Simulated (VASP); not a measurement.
# Pt (Fm-3m) in VASP: single point with PBEsol

Aim: the single point of Pt with PBEsol.

Program: VASP 6.6.1. These are calculated values, not measurements. Logs are shortened: lines on timing, memory, paths and dates and some standing lists are left out, and cuts for length are marked.

### 1 The cell of the first run

The structure is cubic, space group Fm-3m (No. 225). Conventional cell: a = 3.943 Å, b = 3.943 Å, c = 3.943 Å, α = 90.00°, β = 90.00°, γ = 90.00°. Pt (site symmetry m-3m) has 12 Pt at 2.79 Å within 3.7 Å.

### 2 Single point, PBEsol

INCAR reads:

```
SYSTEM = Pt
  PREC = Accurate
  ENCUT = 500
  EDIFF = 1E-6
  ISMEAR = 0
  SIGMA = 0.1
  LREAL = .False.
  LASPH = .True.
  NELM = 120
  ALGO = Normal
  ISIF = 2
  LWAVE = .False.
  LCHARG = .False.
  GGA = PS
  NBANDS = 11
  GGA_COMPAT = .False.
```

KPOINTS reads:

```
regular mesh
0
Gamma
  8 8 8
  0 0 0
```

POSCAR reads:

```
Pt
1.0
    0.0000000000      1.9715751809      1.9715751809
    1.9715751809      0.0000000000      1.9715751809
    1.9715751809      1.9715751809      0.0000000000
Pt
1
Direct
    0.0000000000      0.0000000000      0.0000000000
```

Potentials or basis: VASP PAW PBE potentials, release 64 (Pt).

Launch:

```console
cat potpaw_PBE.64/Pt/POTCAR > POTCAR
mpirun -np 1 vasp_std > vasp.out
```

OUTCAR:

```text
SYSTEM = Pt
   PREC = Accurate
   ENCUT = 500
   EDIFF = 1E-6
   ISMEAR = 0
   LREAL = .False.
   LASPH = .True.
   NELM = 120
   ISIF = 2
   GGA = PS

 ion  position               nearest neighbor table
   1  0.000  0.000  0.000-

  LATTYP: Found a face centered cubic cell.
 ALAT       =     3.9431503618

  Lattice vectors:

 A1 = (   0.0000000000,   1.9715751809,   1.9715751809)
 A2 = (   1.9715751809,   0.0000000000,   1.9715751809)
 A3 = (   1.9715751809,   1.9715751809,   0.0000000000)

Analysis of symmetry for initial positions (statically):
=====================================================================
 Subroutine PRICEL returns:
 Original cell was already a primitive cell.

 Routine SETGRP: Setting up the symmetry group for a
 face centered cubic supercell.

 Subroutine GETGRP returns: Found 48 space group operations
 (whereof 48 operations were pure point group operations)
 out of a pool of 48 trial point group operations.

The static configuration has the point symmetry O_h .

Analysis of symmetry for dynamics (positions and initial velocities):
=====================================================================
 Subroutine PRICEL returns:
 Original cell was already a primitive cell.

 Routine SETGRP: Setting up the symmetry group for a
 face centered cubic supercell.

 Subroutine GETGRP returns: Found 48 space group operations
 (whereof 48 operations were pure point group operations)
 out of a pool of 48 trial point group operations.

The dynamic configuration has the point symmetry O_h .

 Subroutine INISYM returns: Found 48 space group operations
 (whereof 48 operations are pure point group operations),
 and found     1 'primitive' translations

----------------------------------------------------------------------------------------

                                     Primitive cell

  volume of cell :      15.3275

  direct lattice vectors                    reciprocal lattice vectors
     0.000000000  1.971575181  1.971575181    -0.253604329  0.253604329  0.253604329
     1.971575181  0.000000000  1.971575181     0.253604329 -0.253604329  0.253604329
     1.971575181  1.971575181  0.000000000     0.253604329  0.253604329 -0.253604329

  length of vectors
     2.788228360  2.788228360  2.788228360     0.439255582  0.439255582  0.439255582

  position of ions in fractional coordinates (direct lattice)
     0.000000000  0.000000000  0.000000000

  ion indices of the primitive-cell ions
   primitive index   ion index
                 1           1

----------------------------------------------------------------------------------------

 KPOINTS: regular mesh

Automatic generation of k-mesh.
 Grid dimensions read from file:
 generate k-points for:    8    8    8

 Generating k-lattice:

  Cartesian coordinates                     Fractional coordinates (reciprocal lattice)
    -0.031700541  0.031700541  0.031700541     0.125000000  0.000000000  0.000000000
     0.031700541 -0.031700541  0.031700541     0.000000000  0.125000000  0.000000000
     0.031700541  0.031700541 -0.031700541     0.000000000  0.000000000  0.125000000

  Length of vectors
     0.054906948  0.054906948  0.054906948

  Shift w.r.t. Gamma in fractional coordinates (k-lattice)
     0.000000000  0.000000000  0.000000000

 Subroutine IBZKPT returns following result:
 ===========================================

 Found     29 irreducible k-points:

 Following reciprocal coordinates:
            Coordinates               Weight
  0.000000  0.000000  0.000000      1.000000
  0.125000  0.000000  0.000000      8.000000
  0.250000  0.000000  0.000000      8.000000
  0.375000  0.000000  0.000000      8.000000
  0.500000  0.000000  0.000000      4.000000
  0.125000  0.125000  0.000000      6.000000
[... 16 lines left out ...]
  0.500000  0.250000  0.125000     48.000000
 -0.375000  0.250000  0.125000     24.000000
 [... further k-points ...]
   k-points           NKPTS =     29   k-points in BZ     NKDIM =     29   number of bands    NBANDS=     11
   number of dos      NEDOS =    301   number of ions     NIONS =      1
   total plane-waves  NPLWV =   8000
   dimension x,y,z NGX =    20 NGY =   20 NGZ =   20
   dimension x,y,z NGXF=    40 NGYF=   40 NGZF=   40
   ions per type =               1
   NGX,Y,Z   is equivalent  to a cutoff of  11.92, 11.92, 11.92 a.u.
   NGXF,Y,Z  is equivalent  to a cutoff of  23.85, 23.85, 23.85 a.u.
 SYSTEM =  Pt
   PREC   = accura    normal or accurate (medium, high low for compatibility)
   ISTART =      0    job   : 0-new  1-cont  2-samecut
   ICHARG =      2    charge: 1-file 2-atom 10-const
   ISPIN  =      1    spin polarized calculation?
   LNONCOLLINEAR =      F non collinear calculations
   LSORBIT =      F    spin-orbit coupling
   LASPH  =      T    aspherical Exc in radial PAW
   ENCUT  =  500.0 eV  36.75 Ry    6.06 a.u.   5.08  5.08  5.08*2*pi/ulx,y,z
   NELM   =    120;   NELMIN=  2; NELMDL= -5     # of ELM steps
   EDIFF  = 0.1E-05   stopping-criterion for ELM
   LREAL  =      F    real-space projection
   EDIFFG = 0.1E-04   stopping-criterion for IOM
   NSW    =      0    number of steps for IOM
   IBRION =     -1    ionic relax: 0-MD 1-quasi-New 2-CG
   NFREE  =      0    steps in history (QN), initial steepest desc. (CG)
   ISIF   =      2    stress and relaxation
   ISYM   =      2    0-nonsym 1-usesym 2-fastsym
   POTIM  = 0.5000    time-step for ionic-motion
   TEBEG  =    0.0;   TEEND  =   0.0 temperature during run
   PSTRESS=    0.0 pullay stress
   NELECT =      10.0000    total number of electrons
   NUPDOWN=      -1.0000    fix difference up-down
   EMIN   =  10.00;   EMAX   =-10.00  energy-range for DOS
   EFERMI =   0.00;   METHOD = LEGACY
   ISMEAR =     0;   SIGMA  =   0.10  broadening in eV -4-tet -1-fermi 0-gaus
   EFERMI_NEDOS =   21; number of points for ismear=-14 and -15
   IALGO  =     38    algorithm
   IMIX   =      4    mixing-type and parameters
     AMIX     =   0.40;   BMIX     =  1.00
     AMIX_MAG =   1.60;   BMIX_MAG =  1.00
  volume/ion in A,a.u.               =      15.33       103.43
  Fermi-wavevector in a.u.,A,eV,Ry     =   1.419880  2.683183 27.430132  2.016058
  Thomas-Fermi vector in A             =   2.540854
   LORBIT       =      0    0 simple, 1 ext, 2 COOP (PROOUT), +10 PAW based schemes
   GGA     = PS    functional components
   LHFCALC =     F    Hartree Fock is set to
   AEXX    =    0.0000 exact exchange contribution
   IVDW    =     0    specifies the selected vdW correction
   LEPSILON=     F    determine dielectric tensor
   LRPA    =     F    only Hartree local field effects (RPA)
 non-spin polarized calculation
 Gauss-broadening in eV      SIGMA  =   0.10
  energy-cutoff  :      500.00
  volume of cell :       15.33
 maximum number of plane-waves:       399
   NGX = 11   NGY = 11   NGZ = 11

 number of electron      10.0000002 magnetization

 Free energy of the ion-electron system (eV)
  ---------------------------------------------------
  ext. energy  EPLUGINS =         0.00000000
  ---------------------------------------------------
  free energy    TOTEN  =        -6.95007701 eV

  energy without entropy =       -6.94092612  energy(sigma->0) =       -6.94550157

 E-fermi :  10.7177     XC(G=0): -13.5384

 val. band max:       10.5797065160   @ k =  -0.3750   0.3750   0.0000
 cond. band min:      10.7213593386   @ k =  -0.2500   0.1250   0.0000
 fundamental gap:      0.1416528226
 Fermi energy:        10.7177421776

 k-point     1 :       0.0000    0.0000    0.0000
  band No.  band energies     occupation
      1       0.6737      2.00000
      2       7.0527      2.00000
      3       7.0527      2.00000
      4       7.0527      2.00000
      5       9.1680      2.00000
      6       9.1680      2.00000
      7      25.4602      0.00000
      8      30.3227      0.00000
      9      30.3227      0.00000
     10      30.3227      0.00000
     11      35.5713      0.00000

 k-point     2 :       0.1250    0.0000    0.0000
  band No.  band energies     occupation
      1       1.2752      2.00000
      2       6.8165      2.00000
      3       7.2673      2.00000
      4       7.2673      2.00000
      5       9.0703      2.00000
      6       9.0703      2.00000
      7      26.3233      0.00000
      8      27.8498      0.00000
      9      31.2338      0.00000
     10      31.2338      0.00000
     11      36.7548      0.00000

 k-point     3 :       0.2500    0.0000    0.0000
  band No.  band energies     occupation
      1       2.6987      2.00000
      2       6.7068      2.00000
      3       7.4214      2.00000
      4       7.4214      2.00000
      5       9.3394      2.00000
      6       9.3394      2.00000
      7      23.9477      0.00000
      8      27.1182      0.00000
      9      33.2091      0.00000
     10      33.2091      0.00000
     11      34.1335      0.00000

 k-point     4 :       0.3750    0.0000    0.0000
  band No.  band energies     occupation
      1       3.5151      2.00000
      2       7.1514      2.00000
      3       7.1514      2.00000
      4       8.3124      2.00000
      5      10.2710      2.00000
      6      10.2710      2.00000
      7      19.3883      0.00000
      8      25.6845      0.00000
      9      30.9929      0.00000
     10      30.9929      0.00000
     11      37.0138      0.00000
[... 239 lines left out ...]
 k-point    22 :       0.3750    0.2500    0.1250
  band No.  band energies     occupation
      1       3.9654      2.00000
      2       5.7652      2.00000
      3       7.0456      2.00000
      4       8.6747      2.00000
      5       8.7656      2.00000
      6      10.7703      0.45693
      7      24.1342      0.00000
      8      26.3169      0.00000
      9      28.6145      0.00000
     10      30.9241      0.00000
     11      34.7361      0.00000

 k-point    23 :       0.5000    0.2500    0.1250
  band No.  band energies     occupation
      1       4.8018      2.00000
      2       6.2542      2.00000
      3       6.5293      2.00000
      4       8.3939      2.00000
      5      10.0320      2.00000
      6      12.6335      0.00000
      7      19.8883      0.00000
      8      24.9862      0.00000
      9      26.8825      0.00000
     10      31.0945      0.00000
     11      34.9301      0.00000

 k-point    24 :      -0.3750    0.2500    0.1250
  band No.  band energies     occupation
      1       4.8317      2.00000
      2       6.0588      2.00000
      3       7.3802      2.00000
      4       8.1377      2.00000
      5      10.5650      1.96927
      6      15.1166      0.00000
      7      16.1411      0.00000
      8      25.3017      0.00000
      9      25.7403      0.00000
     10      29.8227      0.00000
     11      36.7863      0.00000

 [... further k-points ...]

------------------------ aborting loop because EDIFF is reached ----------------------------------------

  FORCE on cell =-STRESS in cart. coord.  units (eV):
  Direction    XX          YY          ZZ          XY          YZ          ZX
  --------------------------------------------------------------------------------------
  -------------------------------------------------------------------------------------
  Total       -0.6008197     -0.6008197     -0.6008197      0.0000000      0.0000000      0.0000000
  in kB      -62.8036260    -62.8036260    -62.8036260      0.0000000      0.0000000      0.0000000
  external PRESSURE =     -62.8036260 kB  Pullay stress =       0.0000000 kB

 VOLUME and BASIS-vectors are now :
 -----------------------------------------------------------------------------
  energy-cutoff  :      500.00
  volume of cell :       15.33
      direct lattice vectors                 reciprocal lattice vectors
     0.000000000  1.971575181  1.971575181    -0.253604329  0.253604329  0.253604329
     1.971575181  0.000000000  1.971575181     0.253604329 -0.253604329  0.253604329
     1.971575181  1.971575181  0.000000000     0.253604329  0.253604329 -0.253604329

 POSITION                                       TOTAL-FORCE (eV/Angst)
 -----------------------------------------------------------------------------------
      0.00000      0.00000      0.00000         0.000000     -0.000000     -0.000000
 -----------------------------------------------------------------------------------
    total drift:                                0.000000      0.000000      0.000000

  FREE ENERGIE OF THE ION-ELECTRON SYSTEM (eV)
  ---------------------------------------------------
  free  energy   TOTEN  =        -6.9500770140 eV

  energy  without entropy=       -6.9409261242  energy(sigma->0) =       -6.94550157
```

Run time: 5.8 s. Hardware: 1 thread of Intel Xeon 8259CL, shared host; peak memory 0.13 GiB.

What came out:

| Quantity | Value |
| --- | --- |
| Free energy | -6.9501 eV |
| Pressure | -6.3 GPa |
| Band gap on the k mesh | zero (band 5 reaches 11.23 eV, above the bottom of band 6 at 9.07 eV) |

Caveat: the PAW data sets were made with another functional, which shifts forces and pressure a little; spin-orbit coupling is left out, which moves the levels of the heavy elements.
